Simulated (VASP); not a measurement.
# Li in VASP: single point with PBE

Aim: the single point of Li with PBE.

Everything below comes from runs of VASP 6.6.1. Logs are shortened: lines on timing, memory, paths and dates and some standing lists are left out, and cuts for length are marked.

## (1) The cell of the first run

The cell holds a slab with vacuum, 17 atoms: a = 6.980 Å, b = 6.045 Å, c = 19.403 Å, α = 90.00°, β = 90.00°, γ = 54.74°.

## (2) Single point, PBE

Contents of INCAR:

```
  PREC = Accurate
  ENCUT = 520
  EDIFF = 1E-6
  ISMEAR = 0
  SIGMA = 0.15
  LREAL = Auto
  LASPH = T
  NELM = 100
  ALGO = Normal
  ISIF = 2
  LWAVE = F
  LCHARG = T
  GGA = PE
  LELF = T
  LVHAR = T
  NBANDS = 40
```

Contents of KPOINTS:

```
Automatic mesh
0
Gamma
  4 5 1
```

Contents of POSCAR:

```
Li
1.0
    6.9800000000      0.0000000000      0.0000000000
    3.4900000000      4.9356050000      0.0000000000
    0.0000000000      0.0000000000     19.4034080000
Li
17
Direct
   -0.2499999493      0.4999998987      0.0515372866
    0.2500000507      0.4999998987      0.0515372866
   -0.2500000000      1.0000000000      0.0515372866
    0.2500000000      1.0000000000      0.0515372866
   -0.0005234538      0.0009638129      0.1720130299
    0.5013137236     -0.0035861865      0.1709211083
    0.0031217620      0.4982453012      0.1690701963
    0.4983446286      0.4981737801      0.1682359099
   -0.2488457129      0.4914765262      0.2877835172
    0.2487535617      0.5070699539      0.2910519121
   -0.2543438036      0.9940601000      0.2995286189
    0.2583269396      0.9968401037      0.2994586827
    0.0175783687     -0.0310126114      0.4276664697
    0.5042101101     -0.0174096185      0.4329846077
    0.0028945360      0.4794759710      0.4069800522
    0.5198822045      0.4748453330      0.4095967574
    0.7823418368      0.4578415412      0.5313423807
```

Potentials or basis: VASP PAW PBE potentials, release 64 (Li_sv).

Command:

```
$ cat potpaw_PBE.64/Li_sv/POTCAR > POTCAR
$ mpirun -np 1 vasp_std > vasp.out
```

OUTCAR:

```text
PREC = Accurate
   ENCUT = 520
   EDIFF = 1E-6
   ISMEAR = 0
   LREAL = Auto
   LASPH = T
   NELM = 100
   ISIF = 2
   GGA = PE

 ion  position               nearest neighbor table
   1  0.750  0.500  0.052-
   2  0.250  0.500  0.052-
   3  0.750  0.000  0.052-
   4  0.250  0.000  0.052-
   5  0.999  0.001  0.172-
   6  0.501  0.996  0.171-
[... 9 lines left out ...]
  16  0.520  0.475  0.410-
  17  0.782  0.458  0.531-

  LATTYP: Found a base centered orthorhombic cell.
 ALAT       =     6.9800000000
 B/A-ratio  =     1.4142134670
 C/A-ratio  =     2.7798578797

  Lattice vectors:

 A1 = (   3.4900000000,  -4.9356050000,   0.0000000000)
 A2 = (   3.4900000000,   4.9356050000,   0.0000000000)
 A3 = (   0.0000000000,   0.0000000000,  19.4034080000)

Analysis of symmetry for initial positions (statically):
=====================================================================
 Subroutine PRICEL returns:
 Original cell was already a primitive cell.

 Routine SETGRP: Setting up the symmetry group for a
 base centered orthorhombic supercell.

 Subroutine GETGRP returns: Found  1 space group operations
 (whereof  1 operations were pure point group operations)
 out of a pool of  8 trial point group operations.

The static configuration has the point symmetry C_1 .

Analysis of symmetry for dynamics (positions and initial velocities):
=====================================================================
 Subroutine PRICEL returns:
 Original cell was already a primitive cell.

 Routine SETGRP: Setting up the symmetry group for a
 base centered orthorhombic supercell.

 Subroutine GETGRP returns: Found  1 space group operations
 (whereof  1 operations were pure point group operations)
 out of a pool of  8 trial point group operations.

The dynamic configuration has the point symmetry C_1 .

 Subroutine INISYM returns: Found  1 space group operations
 (whereof  1 operations are pure point group operations),
 and found     1 'primitive' translations

----------------------------------------------------------------------------------------

                                     Primitive cell

  volume of cell :     668.4576
[... 127 lines left out ...]
   EDIFF  = 0.1E-05   stopping-criterion for ELM
   LREAL  =      T    real-space projection
   EDIFFG = 0.1E-04   stopping-criterion for IOM
   NSW    =      0    number of steps for IOM
   IBRION =     -1    ionic relax: 0-MD 1-quasi-New 2-CG
   NFREE  =      0    steps in history (QN), initial steepest desc. (CG)
   ISIF   =      2    stress and relaxation
   ISYM   =      2    0-nonsym 1-usesym 2-fastsym
   POTIM  = 0.5000    time-step for ionic-motion
   TEBEG  =    0.0;   TEEND  =   0.0 temperature during run
   PSTRESS=    0.0 pullay stress
   NELECT =      51.0000    total number of electrons
   NUPDOWN=      -1.0000    fix difference up-down
   EMIN   =  10.00;   EMAX   =-10.00  energy-range for DOS
   EFERMI =   0.00;   METHOD = LEGACY
   ISMEAR =     0;   SIGMA  =   0.15  broadening in eV -4-tet -1-fermi 0-gaus
   EFERMI_NEDOS =   21; number of points for ismear=-14 and -15
   IALGO  =     38    algorithm
   IMIX   =      4    mixing-type and parameters
     AMIX     =   0.40;   BMIX     =  1.00
     AMIX_MAG =   1.60;   BMIX_MAG =  1.00
  volume/ion in A,a.u.               =      39.32       265.35
  Fermi-wavevector in a.u.,A,eV,Ry     =   0.694342  1.312117  6.559521  0.482111
  Thomas-Fermi vector in A             =   1.776809
   LORBIT       =      0    0 simple, 1 ext, 2 COOP (PROOUT), +10 PAW based schemes
   GGA     = PE    functional components
   LHFCALC =     F    Hartree Fock is set to
   AEXX    =    0.0000 exact exchange contribution
   IVDW    =     0    specifies the selected vdW correction
   LEPSILON=     F    determine dielectric tensor
   LRPA    =     F    only Hartree local field effects (RPA)
 non-spin polarized calculation
 Gauss-broadening in eV      SIGMA  =   0.15
  energy-cutoff  :      520.00
  volume of cell :      668.46
 maximum number of plane-waves:     18039
 NGX is ok and might be reduce to    54
   NGX = 25   NGY = 23   NGZ = 73

 number of electron      50.9999999 magnetization

 Free energy of the ion-electron system (eV)
  ---------------------------------------------------
  ext. energy  EPLUGINS =         0.00000000
  ---------------------------------------------------
  free energy    TOTEN  =       -30.07793028 eV

  energy without entropy =      -29.97950232  energy(sigma->0) =      -30.02871630

 E-fermi :  -0.9584     XC(G=0):  -4.5649

 val. band max:       -0.9760647680   @ k =   0.0000   0.0000   0.0000
 cond. band min:      -0.9491457532   @ k =   0.5000   0.4000   0.0000
 fundamental gap:      0.0269190148
 Fermi energy:        -0.9584213006

 k-point     1 :       0.0000    0.0000    0.0000
  band No.  band energies     occupation
      1     -49.0774      2.00000
      2     -47.9187      2.00000
      3     -47.9152      2.00000
      4     -47.9115      2.00000
      5     -47.9089      2.00000
      6     -47.8994      2.00000
[... 429 lines left out ...]
     36       1.0708      0.00000
     37       1.4517      0.00000
 [bands above 37 left out]

------------------------ aborting loop because EDIFF is reached ----------------------------------------

  FORCE on cell =-STRESS in cart. coord.  units (eV):
  Direction    XX          YY          ZZ          XY          YZ          ZX
  --------------------------------------------------------------------------------------
  -------------------------------------------------------------------------------------
  Total       -2.0075002     -1.3723550      0.0651986     -0.2996111      0.0269367      0.0227638
  in kB       -4.8116313     -3.2892980      0.1562698     -0.7181162      0.0645625      0.0545608
  external PRESSURE =      -2.6482198 kB  Pullay stress =       0.0000000 kB

 VOLUME and BASIS-vectors are now :
 -----------------------------------------------------------------------------
  energy-cutoff  :      520.00
  volume of cell :      668.46
      direct lattice vectors                 reciprocal lattice vectors
     6.980000000  0.000000000  0.000000000     0.143266476 -0.101304703  0.000000000
     3.490000000  4.935605000  0.000000000     0.000000000  0.202609407  0.000000000
     0.000000000  0.000000000 19.403408000     0.000000000  0.000000000  0.051537338

 POSITION                                       TOTAL-FORCE (eV/Angst)
 -----------------------------------------------------------------------------------
      6.98000      2.46780      1.00000         0.003866      0.000867     -0.022167
      3.49000      2.46780      1.00000        -0.004463     -0.000771     -0.042563
      5.23500      0.00000      1.00000         0.005255     -0.002232      0.005712
      1.74500      0.00000      1.00000        -0.005952     -0.002568      0.005148
      6.97971      0.00476      3.33764         0.001990     -0.004558      0.003838
      6.97665      4.91790      3.31645        -0.001674     -0.002622      0.000664
[... 9 lines left out ...]
      5.28599      2.34365      7.94757         0.004089      0.004388      0.008597
      7.05861      2.25972     10.30985         0.000839      0.000772      0.013656
 -----------------------------------------------------------------------------------
    total drift:                               -0.003078      0.017828     -0.000993

  FREE ENERGIE OF THE ION-ELECTRON SYSTEM (eV)
  ---------------------------------------------------
  free  energy   TOTEN  =       -30.0779302841 eV

  energy  without entropy=      -29.9795023166  energy(sigma->0) =      -30.02871630
```

stdout:

```text
POSCAR found type information on POSCAR Li
 POSCAR found :  1 types and      17 ions
 scaLAPACK will be used
 LDA part: xc-table for (Slater+PW92), standard interpolation
 -----------------------------------------------------------------------------
|                                                                             |
|           W    W    AA    RRRRR   N    N  II  N    N   GGGG   !!!           |
|           W    W   A  A   R    R  NN   N  II  NN   N  G    G  !!!           |
|           W    W  A    A  R    R  N N  N  II  N N  N  G       !!!           |
|           W WW W  AAAAAA  RRRRR   N  N N  II  N  N N  G  GGG   !            |
|           WW  WW  A    A  R   R   N   NN  II  N   NN  G    G                |
|           W    W  A    A  R    R  N    N  II  N    N   GGGG   !!!           |
|                                                                             |
|     Your reciprocal lattice and k-lattice belong to different lattice       |
|     classes:                                                                |
|                                                                             |
|        The reciprocal lattice is base centered orthorhombic,                |
|        whereas your k-lattice is simple monoclinic.                         |
|                                                                             |
|     Results are often still useful ...                                      |
|                                                                             |
 -----------------------------------------------------------------------------

 POSCAR, INCAR and KPOINTS ok, starting setup
 FFT: planning ... GRIDC
 FFT: planning ... GRID_SOFT
 FFT: planning ... GRID
 WAVECAR not read
 entering main loop
```

Wall time 11 min (1 thread of Oxide Virtual Turin-like, shared host); peak memory 0.77 GiB.

What came out:

```
Free energy   : -30.0779 eV
Largest force : 0.043 eV/Å
```

Forces on the atoms (eV/Å):
```
Li   0.004  0.001 -0.022
Li  -0.004 -0.001 -0.043
Li   0.005 -0.002  0.006
Li  -0.006 -0.003  0.005
Li   0.002 -0.005  0.004
Li  -0.002 -0.003  0.001
Li   0.000  0.003  0.006
Li   0.000  0.002  0.009
Li   0.003 -0.005 -0.007
Li   0.001 -0.009 -0.010
Li   0.004  0.003  0.008
Li  -0.005  0.003  0.011
Li  -0.001 -0.003  0.004
Li  -0.001  0.009 -0.001
Li  -0.005  0.005  0.006
Li   0.004  0.004  0.009
Li   0.001  0.001  0.014
```

Levels at points of the mesh, in eV from the Fermi level:
```tsv
k point	band 22	band 23	band 24	band 25	band 26	band 27	band 28	band 29	band 30	band 31
(0.00, 0.00, 0.00)	-0.05	-0.02	0.02	0.06	0.15	0.23	0.25	0.30	0.37	0.40
(0.50, 0.00, 0.00)	-1.02	-0.84	-0.23	-0.20	0.09	0.26	0.39	0.40	1.17	1.19
```

Caveat: the cutoff is under 1.25 times the usual one of these potentials, so pressure, stress and relaxed cells hold a basis-set (Pulay) error.
